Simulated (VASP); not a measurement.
A run of VASP 6.6.1 is set up as follows.

INCAR

```
SYSTEM = FeBr4
PREC     = Accurate       ! precision mode
ENCUT    = 520            ! plane-wave cutoff, eV
EDIFF    = 1E-7           ! SCF threshold, eV
ISMEAR   = 0              ! smearing method
SIGMA    = 0.15           ! smearing width, eV
LREAL    = .FALSE.        ! projectors in reciprocal space
LASPH    = .TRUE.         ! aspherical terms in the spheres
NELM     = 150            ! most SCF steps
ALGO     = Normal         ! electronic algorithm
ISIF     = 2              ! what is computed and relaxed
LWAVE    = .FALSE.        ! write WAVECAR
LCHARG   = .TRUE.         ! write CHGCAR
ISPIN    = 2              ! spin polarisation
MAGMOM   = 4 0 0 0 0      ! initial moments
LORBIT   = 11             ! projections on sites
LMAXMIX  = 4              ! l up to which the mixer works
GGA      = PE             ! functional
LELF     = .TRUE.         ! ELF
LVHAR    = .TRUE.       
NBANDS   = 30             ! bands
```

KPOINTS

```
regular mesh
0
G
  2 2 2
  0 0 0
```

Contents of POSCAR:

```
FeBr4
1.0
    5.7770528693      0.0000000000      0.0000000000
    0.0000000000      5.7770528693      0.0000000000
    0.0000000000      0.0000000000      5.7770528693
Fe Br
1 4
Direct
    0.0000000000      0.0000000000      0.0000000000
    0.2277844123      0.7722155877      0.7722155877
    0.7722155877      0.2277844123      0.7722155877
    0.7722155877      0.7722155877      0.2277844123
    0.2277844123      0.2277844123      0.2277844123
```

Potentials or basis: VASP PAW PBE potentials, release 64 (Fe, Br).

The run is started by

```sh
$ cat potpaw_PBE.64/Fe/POTCAR potpaw_PBE.64/Br/POTCAR > POTCAR
$ mpirun -np 1 vasp_std > vasp.out
```

Problem. Estimate the net moment.

Solution. 4.00 μB per cell.

Problem. Predict the site moments.

Solution. Fe +3.13; Br +0.12 μB.

Forces in eV/Å, atoms in the order of the input:
```
Fe   0.000  0.000  0.000
Br   0.016 -0.016 -0.016
Br  -0.016  0.016 -0.016
Br  -0.016 -0.016  0.016
Br   0.016  0.016  0.016
```

Caveat: the k points lie up to 0.54 Å⁻¹ apart.
